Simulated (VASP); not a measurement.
Si, 6 atoms in the cell. Symmetry: Fd-3m, No. 227, cubic system. Conventional cell: a = 5.402 Å, b = 5.402 Å, c = 5.402 Å, α = 90.00°, β = 90.00°, γ = 90.00°. Within 3.1 Å of Si (site symmetry -43m) lie 4 Si at 2.34 Å. 

* Program: VASP 6.6.1
* Task: single point
* Functional: LDA
* Potentials or basis: VASP PAW LDA potentials, release 64 (Si)
* Cutoff: 520 eV
* k mesh: 9 × 9 × 4
* Occupations: fermi-dirac, width 0.02 eV
* Spin: no spin polarisation
* Dipole correction: no
* Further INCAR settings: ALGO = Normal; EDIFF = 1e-06; NBANDS = 21

Potentials or basis: VASP PAW LDA potentials, release 64 (Si).

Launch:

```bash
$ cat potpaw_LDA.64/Si/POTCAR > POTCAR
$ mpirun -np 1 vasp_std > vasp.out
```

Hardware: 1 thread of AMD EPYC 7R43 64-Core Processor (Zen 3), on a shared host.

Problem. How long does it take, and how much memory?

Solution. It took 97 s on 1 thread of AMD EPYC 7R43 64-Core Processor (Zen 3), with other jobs on the host, peak memory 0.18 GiB. Counts: scf iterations 12, k points 43.
